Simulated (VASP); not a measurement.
# BN (Imm2) in VASP: single point with PBE

Aim: the single point of BN with PBE.

All numbers are computed with VASP 6.6.1; they aren't measurements. Logs are shortened: lines on timing, memory, paths and dates and some standing lists are left out, and cuts for length are marked.

### Step 1. The cell of the first run

The structure is orthorhombic, space group Imm2 (No. 44). Conventional cell: a = 2.564 Å, b = 2.564 Å, c = 3.626 Å, α = 90.00°, β = 90.00°, γ = 90.00°. B (site symmetry mm2) has 4 N at 1.49 to 1.66 Å within 2.0 Å. Within 2.0 Å of N (site symmetry mm2) lie 4 B at 1.49 to 1.66 Å.

### Step 2. Single point, PBE

The input, INCAR:

```
SYSTEM = BN
  PREC = Accurate
  ENCUT = 520
  EDIFF = 1E-6
  ISMEAR = 0
  SIGMA = 0.05
  LREAL = .FALSE.
  LASPH = .TRUE.
  NELM = 100
  ALGO = Normal
  ISIF = 2
  LWAVE = .FALSE.
  LCHARG = .TRUE.
  GGA = PE
  LELF = .TRUE.
  LVHAR = .TRUE.
  NBANDS = 11
```

The input, KPOINTS:

```
regular mesh
0
G
  14 14 14
  0 0 0
```

The input, POSCAR:

```
BN
1.0
    0.0000000000      1.8130010000      1.8130010000
    1.8130010000      0.0000000000      1.8130010000
    1.8130010000      1.8130010000      0.0000000000
B N
1 1
Direct
    0.0000000000      0.0000000000      0.0000000000
    0.7086321243      0.7913678757      0.7913678757
```

Potentials or basis: VASP PAW PBE potentials, release 64 (B, N).

The run is started by

```
> cat potpaw_PBE.64/B/POTCAR potpaw_PBE.64/N/POTCAR > POTCAR
> mpirun -np 1 vasp_std > vasp.out
```

OUTCAR:

```text
SYSTEM = BN
   PREC = Accurate
   ENCUT = 520
   EDIFF = 1E-6
   ISMEAR = 0
   LREAL = .FALSE.
   LASPH = .TRUE.
   NELM = 100
   ISIF = 2
   GGA = PE

 ion  position               nearest neighbor table
   1  0.000  0.000  0.000-   2 1.49   2 1.49   2 1.66   2 1.66
   2  0.709  0.791  0.791-   1 1.49   1 1.49   1 1.66   1 1.66

  LATTYP: Found a face centered cubic cell.
 ALAT       =     3.6260020000

  Lattice vectors:

 A1 = (   0.0000000000,   1.8130010000,   1.8130010000)
 A2 = (   1.8130010000,   0.0000000000,   1.8130010000)
 A3 = (   1.8130010000,   1.8130010000,   0.0000000000)

Analysis of symmetry for initial positions (statically):
=====================================================================
 Subroutine PRICEL returns:
 Original cell was already a primitive cell.

 Routine SETGRP: Setting up the symmetry group for a
 face centered cubic supercell.

 Subroutine GETGRP returns: Found  4 space group operations
 (whereof  4 operations were pure point group operations)
 out of a pool of 48 trial point group operations.

The static configuration has the point symmetry C_2v.

Analysis of symmetry for dynamics (positions and initial velocities):
=====================================================================
 Subroutine PRICEL returns:
 Original cell was already a primitive cell.

 Routine SETGRP: Setting up the symmetry group for a
 face centered cubic supercell.

 Subroutine GETGRP returns: Found  4 space group operations
 (whereof  4 operations were pure point group operations)
 out of a pool of 48 trial point group operations.

The dynamic configuration has the point symmetry C_2v.

 Subroutine INISYM returns: Found  4 space group operations
 (whereof  4 operations are pure point group operations),
 and found     1 'primitive' translations

----------------------------------------------------------------------------------------

                                     Primitive cell

  volume of cell :      11.9186

  direct lattice vectors                    reciprocal lattice vectors
     0.000000000  1.813001000  1.813001000    -0.275785838  0.275785838  0.275785838
     1.813001000  0.000000000  1.813001000     0.275785838 -0.275785838  0.275785838
     1.813001000  1.813001000  0.000000000     0.275785838  0.275785838 -0.275785838

  length of vectors
     2.563970603  2.563970603  2.563970603     0.477675083  0.477675083  0.477675083

  position of ions in fractional coordinates (direct lattice)
     0.000000000  0.000000000  0.000000000
     0.708632124  0.791367876  0.791367876

  ion indices of the primitive-cell ions
   primitive index   ion index
                 1           1
                 2           2

----------------------------------------------------------------------------------------

 KPOINTS: regular mesh

Automatic generation of k-mesh.
 Grid dimensions read from file:
 generate k-points for:   14   14   14

 Generating k-lattice:

  Cartesian coordinates                     Fractional coordinates (reciprocal lattice)
    -0.019698988  0.019698988  0.019698988     0.071428571  0.000000000  0.000000000
     0.019698988 -0.019698988  0.019698988     0.000000000  0.071428571  0.000000000
     0.019698988  0.019698988 -0.019698988     0.000000000  0.000000000  0.071428571

  Length of vectors
     0.034119649  0.034119649  0.034119649

  Shift w.r.t. Gamma in fractional coordinates (k-lattice)
     0.000000000  0.000000000  0.000000000

 Subroutine IBZKPT returns following result:
 ===========================================

 Found    428 irreducible k-points:

 Following reciprocal coordinates:
            Coordinates               Weight
  0.000000  0.000000  0.000000      1.000000
  0.071429  0.000000  0.000000      4.000000
  0.000000  0.071429  0.000000      4.000000
  0.142857  0.000000  0.000000      4.000000
  0.000000  0.142857  0.000000      4.000000
  0.214286  0.000000  0.000000      4.000000
[... 16 lines left out ...]
  0.000000  0.214286  0.071429      4.000000
  0.071429  0.000000  0.214286      8.000000
 [... further k-points ...]
   k-points           NKPTS =    428   k-points in BZ     NKDIM =    428   number of bands    NBANDS=     11
   number of dos      NEDOS =    301   number of ions     NIONS =      2
   total plane-waves  NPLWV =   8000
   dimension x,y,z NGX =    20 NGY =   20 NGZ =   20
   dimension x,y,z NGXF=    40 NGYF=   40 NGZF=   40
   ions per type =               1   1
   NGX,Y,Z   is equivalent  to a cutoff of  12.97, 12.97, 12.97 a.u.
   NGXF,Y,Z  is equivalent  to a cutoff of  25.94, 25.94, 25.94 a.u.
 SYSTEM =  BN
   PREC   = accura    normal or accurate (medium, high low for compatibility)
   ISTART =      0    job   : 0-new  1-cont  2-samecut
   ICHARG =      2    charge: 1-file 2-atom 10-const
   ISPIN  =      1    spin polarized calculation?
   LNONCOLLINEAR =      F non collinear calculations
   LSORBIT =      F    spin-orbit coupling
   LASPH  =      T    aspherical Exc in radial PAW
   ENCUT  =  520.0 eV  38.22 Ry    6.18 a.u.   4.77  4.77  4.77*2*pi/ulx,y,z
   NELM   =    100;   NELMIN=  2; NELMDL= -5     # of ELM steps
   EDIFF  = 0.1E-05   stopping-criterion for ELM
   LREAL  =      F    real-space projection
   EDIFFG = 0.1E-04   stopping-criterion for IOM
   NSW    =      0    number of steps for IOM
   IBRION =     -1    ionic relax: 0-MD 1-quasi-New 2-CG
   NFREE  =      0    steps in history (QN), initial steepest desc. (CG)
   ISIF   =      2    stress and relaxation
   ISYM   =      2    0-nonsym 1-usesym 2-fastsym
   POTIM  = 0.5000    time-step for ionic-motion
   TEBEG  =    0.0;   TEEND  =   0.0 temperature during run
   PSTRESS=    0.0 pullay stress
   NELECT =       8.0000    total number of electrons
   NUPDOWN=      -1.0000    fix difference up-down
   EMIN   =  10.00;   EMAX   =-10.00  energy-range for DOS
   EFERMI =   0.00;   METHOD = LEGACY
   ISMEAR =     0;   SIGMA  =   0.05  broadening in eV -4-tet -1-fermi 0-gaus
   EFERMI_NEDOS =   21; number of points for ismear=-14 and -15
   IALGO  =     38    algorithm
   IMIX   =      4    mixing-type and parameters
     AMIX     =   0.40;   BMIX     =  1.00
     AMIX_MAG =   1.60;   BMIX_MAG =  1.00
  volume/ion in A,a.u.               =       5.96        40.22
  Fermi-wavevector in a.u.,A,eV,Ry     =   1.433387  2.708709 27.954506  2.054598
  Thomas-Fermi vector in A             =   2.552911
   LORBIT       =      0    0 simple, 1 ext, 2 COOP (PROOUT), +10 PAW based schemes
   GGA     = PE    functional components
   LHFCALC =     F    Hartree Fock is set to
   AEXX    =    0.0000 exact exchange contribution
   IVDW    =     0    specifies the selected vdW correction
   LEPSILON=     F    determine dielectric tensor
   LRPA    =     F    only Hartree local field effects (RPA)
 non-spin polarized calculation
 Gauss-broadening in eV      SIGMA  =   0.05
  energy-cutoff  :      520.00
  volume of cell :       11.92
 maximum number of plane-waves:       332
   NGX =  9   NGY =  9   NGZ =  9

 number of electron       8.0000000 magnetization

 Free energy of the ion-electron system (eV)
  ---------------------------------------------------
  ext. energy  EPLUGINS =         0.00000000
  ---------------------------------------------------
  free energy    TOTEN  =       -17.19090721 eV

  energy without entropy =      -17.19090721  energy(sigma->0) =      -17.19090721

 E-fermi :   8.5240     XC(G=0): -12.7767

 val. band max:        8.3227688658   @ k =   0.0000   0.0000   0.0000
 cond. band min:      11.4625561036   @ k =   0.5000   0.5000   0.0000
 fundamental gap:      3.1397872377
 Fermi energy:         8.5240203305

 k-point     1 :       0.0000    0.0000    0.0000
  band No.  band energies     occupation
      1     -12.8544      2.00000
      2       5.7682      2.00000
      3       7.4776      2.00000
      4       8.3228      2.00000
      5      15.4143      0.00000
      6      15.7089      0.00000
      7      17.4966      0.00000
      8      17.5743      0.00000
      9      31.6577      0.00000
     10      34.1714      0.00000
     11      34.9092      0.00000

 k-point     2 :       0.0714    0.0000    0.0000
  band No.  band energies     occupation
      1     -12.7329      2.00000
      2       5.3335      2.00000
      3       7.1928      2.00000
      4       8.1768      2.00000
      5      15.5951      0.00000
      6      15.8088      0.00000
      7      17.3263      0.00000
      8      18.4104      0.00000
      9      31.4727      0.00000
     10      32.4473      0.00000
     11      33.1657      0.00000

 k-point     3 :       0.0000    0.0714    0.0000
  band No.  band energies     occupation
      1     -12.7304      2.00000
      2       5.6665      2.00000
      3       6.9905      2.00000
      4       7.9354      2.00000
      5      15.4233      0.00000
      6      16.1680      0.00000
      7      17.6906      0.00000
      8      17.8536      0.00000
      9      31.4676      0.00000
     10      33.1953      0.00000
     11      33.3723      0.00000

 k-point     4 :       0.1429    0.0000    0.0000
  band No.  band energies     occupation
      1     -12.3716      2.00000
      2       4.0801      2.00000
      3       6.6108      2.00000
      4       7.8106      2.00000
      5      16.0091      0.00000
      6      16.0203      0.00000
      7      17.8211      0.00000
      8      19.6230      0.00000
      9      30.7492      0.00000
     10      31.1051      0.00000
     11      31.7366      0.00000
[... 239 lines left out ...]
 k-point    22 :       0.2143    0.0714    0.0000
  band No.  band energies     occupation
      1     -11.8990      2.00000
      2       2.8727      2.00000
      3       5.8219      2.00000
      4       7.4240      2.00000
      5      15.7377      0.00000
      6      16.7145      0.00000
      7      18.6454      0.00000
      8      20.6981      0.00000
      9      28.1049      0.00000
     10      31.7961      0.00000
     11      32.3483      0.00000

 k-point    23 :       0.0000    0.2143    0.0714
  band No.  band energies     occupation
      1     -11.8801      2.00000
      2       3.9034      2.00000
      3       4.7358      2.00000
      4       7.1875      2.00000
      5      15.7011      0.00000
      6      16.9926      0.00000
      7      19.1730      0.00000
      8      19.5941      0.00000
      9      28.3612      0.00000
     10      32.3783      0.00000
     11      32.9449      0.00000

 k-point    24 :       0.0714    0.0000    0.2143
  band No.  band energies     occupation
      1     -11.8800      2.00000
      2       3.9526      2.00000
      3       5.0324      2.00000
      4       6.7883      2.00000
      5      15.5173      0.00000
      6      17.5877      0.00000
      7      18.6701      0.00000
      8      19.4914      0.00000
      9      28.5281      0.00000
     10      32.3784      0.00000
     11      33.5273      0.00000

 [... further k-points ...]
[... 5 lines left out ...]
  --------------------------------------------------------------------------------------
  -------------------------------------------------------------------------------------
  Total        0.3142800      0.5258922      0.5258922      0.0000000      0.2310273      0.0000000
  in kB       42.2477191     70.6941070     70.6941070      0.0000000     31.0562979      0.0000000
  external PRESSURE =      61.2119777 kB  Pullay stress =       0.0000000 kB

 VOLUME and BASIS-vectors are now :
 -----------------------------------------------------------------------------
  energy-cutoff  :      520.00
  volume of cell :       11.92
      direct lattice vectors                 reciprocal lattice vectors
     0.000000000  1.813001000  1.813001000    -0.275785838  0.275785838  0.275785838
     1.813001000  0.000000000  1.813001000     0.275785838 -0.275785838  0.275785838
     1.813001000  1.813001000  0.000000000     0.275785838  0.275785838 -0.275785838

 POSITION                                       TOTAL-FORCE (eV/Angst)
 -----------------------------------------------------------------------------------
      0.00000      0.00000      0.00000         3.381133      0.000000      0.000000
      2.86950      2.71950      2.71950        -3.381133      0.000000      0.000000
 -----------------------------------------------------------------------------------
    total drift:                               -0.000099      0.000000      0.000000

  FREE ENERGIE OF THE ION-ELECTRON SYSTEM (eV)
  ---------------------------------------------------
  free  energy   TOTEN  =       -17.1909072050 eV

  energy  without entropy=      -17.1909072050  energy(sigma->0) =      -17.19090721
```

Wall time 27 s (1 thread of Intel Xeon Platinum 8488C (Sapphire Rapids), shared host); peak memory 0.16 GiB.

What came out:

```yaml
Free_energy: -17.1909 eV
Pressure: 6.1 GPa
Largest_force: 3.381 eV/Å
Band_gap_on_the_k_mesh: 3.14 eV, indirect (least direct gap 7.09 eV)
```

Forces on the atoms (eV/Å):
```
B    3.381  0.000  0.000
N   -3.381  0.000  0.000
```

Stress tensor (GPa, compression positive):
```
4.22 0.00 0.00
0.00 7.07 3.11
0.00 3.11 7.07
```

Caveat: forces of over 1 eV/Å act on the atoms, so gaps and moduli don't describe the material at rest. A k mesh can miss the band edges.
